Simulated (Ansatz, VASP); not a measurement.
# Ca2Zr2N: VASP beside Ansatz

```
Ca Zr N
1.0
     3.43812    0.00000    0.00000
    -1.71906    2.97750    0.00000
     0.00000    0.00000   11.65654
Ca Zr N
2 2 1
Direct
  0.33333 0.66667 0.64309
  0.66667 0.33333 0.35691
  0.33333 0.66667 0.09939
  0.66667 0.33333 0.90061
  0.00000 0.00000 0.00000
```

Change from the starting cell: species swapped into the CaCd2P2 type (P-3m1, No. 164).

Alike in both runs: functional PBE; k mesh 12 × 12 × 4; occupations gaussian, width 0.1 eV; no spin polarisation.

Ansatz relaxed the structure, and its values are those at the end. VASP's run is a single point on that final structure, the one shown.

```csv
,VASP,Ansatz
version,VASP 6.6.1,Ansatz 0.2.0
potentials or method,"VASP PAW PBE potentials, release 64 (Ca_sv, Zr_sv, N), cutoff 520 eV","scalar-relativistic, plane waves, PAW"
valence electrons in the cell,49,49
```

|  | VASP | Ansatz | Ansatz less VASP |
| --- | --- | --- | --- |
| gap on the k mesh at the Fermi level (eV) | none | none | - |
| pressure (GPa) | 0.1 | 0.0 | -0.07 |
| rms of the force components (eV/Å) | 0.008 | 0.001 | -0.0063 |

A gap of «none» marks a metal or a gap that the smearing closes. With one functional, cell and mesh, what is left measures potentials, basis and numerics.
